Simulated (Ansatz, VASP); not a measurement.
# One calculation of Tl, two programs

```
CELL_PARAMETERS angstrom
-1.84395 1.84395 1.84395
1.84395 -1.84395 1.84395
1.84395 1.84395 -1.84395
ATOMIC_POSITIONS crystal
Tl 0.00000 0.00000 0.00000
```

Change from the starting cell: strain -0.050 along x and y, -0.050 along z, atoms carried along.

Alike in both runs: task single point; functional PBE; dispersion D3(BJ); k mesh 18 × 18 × 18; occupations gaussian, width 0.15 eV; no spin polarisation.

|  | VASP | Ansatz |
| --- | --- | --- |
| version | VASP 6.6.1 | Ansatz 0.2.0 |
| potentials or method | VASP PAW PBE potentials, release 64 (Tl_d), cutoff 520 eV | scalar-relativistic, plane waves, PAW |
| valence electrons in the cell | 13 | 13 |

|  | VASP | Ansatz | Ansatz less VASP |
| --- | --- | --- | --- |
| gap on the k mesh at the Fermi level (eV) | none | none | - |
| pressure (GPa) | 8.2 | 8.3 | +0.08 |

A gap of «none» marks a metal or a gap that the smearing closes.

Neither program's run includes spin-orbit coupling.
